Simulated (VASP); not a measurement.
Runs of VASP 6.6.1 on Pt. The structure is that of space group Fm-3m (No. 225), or close to it. The cells are those of the table. 

```csv
task,cell,cutoff (eV),gap on the mesh (eV),pressure (GPa),relaxed volume (Å³/atom)
single point,"a = 2.770 Å, angles 60.0°, 1 atom",500,none,-0.4,-
relaxation of cell and atoms,"relaxed from a = 2.773 Å, angles 60.0°, 1 atom",500,none,0.0,15.01
relaxation of cell and atoms,"relaxed from a = 2.773 Å, angles 60.0°, 1 atom",600,none,0.0,(a)
single point,"a = 2.770 Å, angles 60.0°, 1 atom",520,none,-0.4,-
```

Alike in all rows: level PBEsol; potentials or basis VASP PAW PBE potentials, release 64 (Pt); no spin polarisation; k mesh 14 × 14 × 14; smearing fermi-dirac 0.05 eV.

**Question.** Fill in the values left out.

**Answer.** (a) 15.02.

Caveats: the PAW data sets were made with another functional, which shifts forces and pressure a little; spin-orbit coupling is left out, which moves the levels of the heavy elements.

A k mesh can miss the band edges, and the runs leave out spin-orbit coupling on Pt.

A gap of «none» marks levels without a gap at the run's occupations.
